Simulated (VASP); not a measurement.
Runs of VASP 6.6.1 on AlNi3. It takes space group Fm-3m (No. 225, cubic). The conventional cell has a = 5.604 Å, b = 5.604 Å, c = 5.604 Å, α = 90.00°, β = 90.00°, γ = 90.00°. Within 3.2 Å of Al (site symmetry m-3m) lie 14 Ni at 2.43 to 2.80 Å. Within 3.2 Å of Ni (site symmetry -43m) lie 4 Al at 2.43 Å and 10 Ni at 2.43 to 2.80 Å. Ni (site symmetry m-3m) has 8 Ni at 2.43 Å and 6 Al at 2.80 Å within 3.2 Å. 

| task | potentials or basis | cell | k mesh | cutoff (eV) | gap on the mesh (eV) | pressure (GPa) |
| --- | --- | --- | --- | --- | --- | --- |
| single point | VASP PAW PBE potentials, release 64 (Al, Ni_sv_GW) | as given | 1 × 1 × 1 | 690 | none | (a) |
| single point | VASP PAW PBE potentials, release 64 (Al, Ni) | as given | 1 × 1 × 1 | 520 | none | 3.6 |
| single point | VASP PAW PBE potentials, release 64 (Al, Ni) | as given | 12 × 12 × 12, shifted | 520 | none | -0.7 |
| relaxation of cell and atoms | VASP PAW PBE potentials, release 64 (Al, Ni_sv_GW) | relaxed | 1 × 1 × 1 | 590 | none | 0.0 |

Alike in all rows: level PBEsol; no spin polarisation; smearing gaussian 0.1 eV.

Fill in the values left out.

(a) 2.8.

Caveats: some runs use coarse meshes; the PAW data sets were made with another functional, which shifts forces and pressure a little.

A gap of «none» marks levels without a gap at the run's occupations.

The runs don't all hold the same shells in valence.
